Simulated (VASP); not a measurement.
Runs of VASP 6.6.1 on Dy3Re. The structure is that of space group Fm-3m (No. 225), or close to it. The cells are those of the table. The cell was built from a structure type or drawn by symmetry, and may not be a known phase.

| task | spin | cell | k mesh | gap on the mesh (eV) | pressure (GPa) | relaxed volume (Å³/atom) |
| --- | --- | --- | --- | --- | --- | --- |
| single point | collinear | a = 5.136 Å, angles 60.0°, 4 atoms | 4 × 4 × 4 | none | 0.3 | - |
| relaxation of cell and atoms | off | relaxed from a = 5.136 Å, angles 60.0°, 4 atoms | 12 × 12 × 12 | none | 0.0 | (a) |
| single point | off | a = 5.136 Å, angles 60.0°, 4 atoms | 12 × 12 × 12 | none | 0.4 | - |
| single point | off | a = 5.136 Å, angles 60.0°, 4 atoms | 4 × 4 × 4 | none | 0.3 | - |
| relaxation of cell and atoms | off | relaxed from a = 5.620 Å, angles 60.0°, 4 atoms | 4 × 4 × 4 | none | 0.0 | 24.04 |
| single point | off | a = 5.620 Å, angles 60.0°, 4 atoms | 4 × 4 × 4 | none | -12.3 | - |

Alike in all rows: level PBE; potentials or basis VASP PAW PBE potentials, release 64 (Dy_3, Re), 4f in core; cutoff (eV) 600; smearing gaussian 0.1 eV.

Question: Estimate the missing entries.

Answer: (a) 24.07.

Caveats: some runs use coarse meshes; spin-orbit coupling is left out, which moves the levels of the heavy elements; the 4f electrons are frozen in the core, so they carry no moment and show no levels; the magnetic or orbital state may not be the lowest (at least some runs); the electronic state changed during the relaxation (at least some runs); the volume moved by over 15 % at a fixed basis, so the end points are rough (at least some runs); the cell stands under tension (at least some runs).

A k mesh can miss the band edges, and the runs leave out spin-orbit coupling on Dy, Re.

A gap of «none» marks levels without a gap at the run's occupations.
